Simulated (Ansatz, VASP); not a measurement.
## Re: VASP beside Ansatz

File INCAR:

```
SYSTEM = Re
  PREC = Accurate
  ENCUT = 520
  EDIFF = 1E-6
  ISMEAR = 0
  SIGMA = 0.05
  LREAL = .FALSE.
  LASPH = .TRUE.
  NELM = 100
  ALGO = Fast
  ISIF = 2
  LWAVE = .FALSE.
  LCHARG = .FALSE.
  GGA = PE
  NBANDS = 18
```

File KPOINTS:

```
regular mesh
0
G
  15 15 15
  0 0 0
```

The input POSCAR:

```
Re
1.0
    1.3839231524      0.7990084046      6.6986080885
   -1.3839231524      0.7990084046      6.6986080885
    0.0000000000     -1.5980168092      6.6986080885
Re
3
Direct
    0.0000000000      0.0000000000      0.0000000000
    0.2221738800      0.2221738800      0.2221738800
    0.7778261200      0.7778261200      0.7778261200
```

Input for Ansatz:

```yaml
crystal:
  lattice:
    - [1.3839231524, 0.7990084046, 6.6986080885]
    - [-1.3839231524, 0.7990084046, 6.6986080885]
    - [0.0, -1.5980168092, 6.6986080885]
  atoms:
    - { symbol: Re, position: [0.0, 0.0, 0.0] }
    - { symbol: Re, position: [0.22217388, 0.22217388, 0.22217388] }
    - { symbol: Re, position: [0.77782612, 0.77782612, 0.77782612] }
basis:
  ecutwfc: 420
  fft_grid_basis: typed
kpoints:
  mp_grid: { grid: [15, 15, 15] }
hamiltonian:
  xc: pbe
scf:
  occupations: { method: gaussian, width: 0.05 }
output:
  forces: true
  stress: true
  eigenvalues: true
  bader: true
  write_density: true
  volumetric_format: npy
  elf: true
```

Alike in both runs: task single point; functional PBE; k mesh 15 × 15 × 15; occupations gaussian, width 0.05 eV; no spin polarisation.

```csv
,VASP,Ansatz
version,VASP 6.6.1,Ansatz 0.2.0
potentials or method,"VASP PAW PBE potentials, release 64 (Re), cutoff 520 eV","scalar-relativistic, plane waves, PAW"
valence electrons in the cell,21,45
```

Ansatz gave:

```
gap on the k mesh at the Fermi level (eV)                     : none
pressure (GPa)                                                : 3.5
traceless stress, the component that is largest in VASP (GPa) : -0.66
rms of the force components (eV/Å)                            : 0.009
```

Problem. What did VASP give for the same quantities?

Solution. gap on the k mesh at the Fermi level (eV): none; pressure (GPa): 3.2; traceless stress, the component that is largest in VASP (GPa): -0.75; rms of the force components (eV/Å): 0.010.

Atom by atom the forces differ by 0.001 eV/Å (rms over components). A gap of «none» marks a metal or a gap that the smearing closes. The functional is the same, so the differences come from potentials, cutoffs and numerics. VASP's potentials hold 21 valence electrons a cell and Ansatz's 45, so a difference there can come from the potentials and not from the codes.

Neither program's run includes spin-orbit coupling.
